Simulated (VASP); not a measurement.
Set up this calculation in VASP 6.6.1, as the native input.

```yaml
Task: single point
Functional: r2SCAN
Potentials_or_basis: VASP PAW PBE potentials, release 64 (Cd, F)
Cutoff: 520 eV
k_mesh: 8 × 8 × 8
Occupations: gaussian, width 0.05 eV
Spin: no spin polarisation
Dipole_correction: no
Further_INCAR_settings: ALGO = Normal; EDIFF = 1e-06; NBANDS = 20
```

CdF2:

```
CELL_PARAMETERS angstrom
0.00000 2.69400 2.69400
2.69400 0.00000 2.69400
2.69400 2.69400 0.00000
ATOMIC_POSITIONS crystal
Cd 0.01160 0.98840 0.01160
F 0.25000 0.25000 0.25000
F 0.75000 0.75000 0.75000
```

This cell differs from its parent crystal: all Cd atoms moved +0.062 Å, as atom 1 along Cartesian [0 1 0].

These files were run (other wordings do the same):

POSCAR

```
CdF2
1.0
    0.0000000000      2.6940000000      2.6940000000
    2.6940000000      0.0000000000      2.6940000000
    2.6940000000      2.6940000000      0.0000000000
Cd F
1 2
Direct
    0.0115998515     -0.0115998515      0.0115998515
    0.2500000000      0.2500000000      0.2500000000
    0.7500000000      0.7500000000      0.7500000000
```

INCAR.step1

```
PREC = Accurate
ENCUT = 520
ISMEAR = 0
SIGMA = 0.05
LREAL = False
LASPH = True
NELM = 60
NBANDS = 20
GGA = PE
ALGO = Normal
EDIFF = 1E-4
LWAVE = True
LCHARG = False
```

INCAR.step2

```
PREC = Accurate
ENCUT = 520
EDIFF = 1E-6
ISMEAR = 0
SIGMA = 0.05
LREAL = False
LASPH = True
NELM = 60
ALGO = Normal
ISIF = 2
LWAVE = False
LCHARG = False
METAGGA = R2SCAN
LMIXTAU = True
NBANDS = 20
ISTART = 1
```

KPOINTS

```
regular mesh
0
Gamma
  8 8 8
```

Potentials or basis: VASP PAW PBE potentials, release 64 (Cd, F).

The run is started by

```bash
$ cat potpaw_PBE.64/Cd/POTCAR potpaw_PBE.64/F/POTCAR > POTCAR
$ cp INCAR.step1 INCAR
$ mpirun -np 1 vasp_std > vasp.out
$ cp INCAR.step2 INCAR
$ mpirun -np 1 vasp_std > vasp.out
```

It gave:

```json
{
 "Pressure": "1.3 GPa",
 "Largest force": "0.371 eV/Å",
 "Band gap on the k mesh": "3.75 eV (least direct gap 4.25 eV)"
}
```

Caveat: the cell differs from its parent crystal (all Cd atoms moved +0.062 Å, as atom 1 along Cartesian [0 1 0]); the PAW data sets were made with another functional, which shifts forces and pressure a little.

Run time: 86 s on 1 thread of Intel(R) Xeon(R) 6975P-C (Granite Rapids) (shared host), peak memory 0.19 GiB.
